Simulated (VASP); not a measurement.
Write the native input for VASP 6.6.1 that does the following.

```
Task                   : single point
Functional             : PBE
Potentials or basis    : VASP PAW PBE potentials, release 64 (Ag, Cl)
Cutoff                 : 520 eV
k mesh                 : 8 × 8 × 8
Occupations            : fermi-dirac, width 0.02 eV
Spin                   : no spin polarisation
Dipole correction      : no
Further INCAR settings : ALGO = Normal; EDIFF = 1e-06; NBANDS = 16
```

The structure of AgCl lies in POSCAR:

```
AgCl
1.0
    0.0074831628      2.9932651224      2.9932651224
    2.9932651224      0.0074831628      2.9932651224
    3.0007482852      3.0007482852      0.0000000000
Ag Cl
1 1
Direct
    0.0008588184      0.0008588184     -0.0008588184
    0.2491411816      0.2491411816      0.2508588184
```

This cell differs from its parent crystal: shear xy strain +0.5%.

The input as run:

INCAR

```
PREC     = Accurate       # precision mode
ENCUT    = 520            # plane-wave cutoff, eV
EDIFF    = 1E-6           # SCF threshold, eV
ISMEAR   = -1             # smearing method
SIGMA    = 0.02           # smearing width, eV
LREAL    = F              # projectors in reciprocal space
LASPH    = T              # aspherical terms in the spheres
NELM     = 60             # most SCF steps
ALGO     = Normal         # electronic algorithm
ISIF     = 2              # what is computed and relaxed
LWAVE    = F              # write WAVECAR
LCHARG   = T              # write CHGCAR
GGA      = PE             # functional
LELF     = T              # ELF
LVHAR    = T            
NBANDS   = 16             # bands
```

KPOINTS

```
regular mesh
0
Gamma
  8 8 8
```

Potentials or basis: VASP PAW PBE potentials, release 64 (Ag, Cl).

Run with:

```bash
$ cat potpaw_PBE.64/Ag/POTCAR potpaw_PBE.64/Cl/POTCAR > POTCAR
$ mpirun -np 1 vasp_std > vasp.out
```

Results of the run:

```json
{"Pressure": "1.1 GPa", "Band gap on the k mesh": "1.25 eV"}
```

Caveat: the cell differs from its parent crystal (shear xy strain +0.5%).

It took 24 s on 1 thread of AMD EPYC 9R45 96-Core Processor (Zen 5), with other jobs on the host, peak memory 0.2 GiB.
